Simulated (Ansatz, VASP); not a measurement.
## Li2PW2: VASP beside Ansatz

```
Li P W
1.0
    -1.65723    1.65723    6.35327
     1.65723   -1.65723    6.35327
     1.65723    1.65723   -6.35327
Li P W
2 1 2
Direct
  0.41360 0.41360 0.00000
  0.58640 0.58640 0.00000
  0.00000 0.00000 0.00000
  0.19956 0.19956 0.00000
  0.80044 0.80044 0.00000
```

Alike in both runs: functional PBE; k mesh 16 × 16 × 16; occupations gaussian, width 0.1 eV; no spin polarisation.

Ansatz relaxed the structure, and its values are those at the end. VASP's run is a single point on that final structure, the one shown.

|  | VASP | Ansatz |
| --- | --- | --- |
| version | VASP 6.6.1 | Ansatz 0.2.0 |
| potentials or method | VASP PAW PBE potentials, release 64 (Li_sv, P, W_sv), cutoff 520 eV | scalar-relativistic, plane waves, PAW |
| valence electrons in the cell | 39 | 39 |

Ansatz gave:

| Property | Result |
| --- | --- |
| gap on the k mesh at the Fermi level (eV) | none |
| rms of the force components (eV/Å) | 0.003 |

Which values does VASP return?

gap on the k mesh at the Fermi level (eV): none; rms of the force components (eV/Å): 0.009.

A gap of «none» marks a metal or a gap that the smearing closes.

Spin-orbit coupling is off throughout. Noted on VASP's run: the cutoff is short for stress, so the pressure is rough.
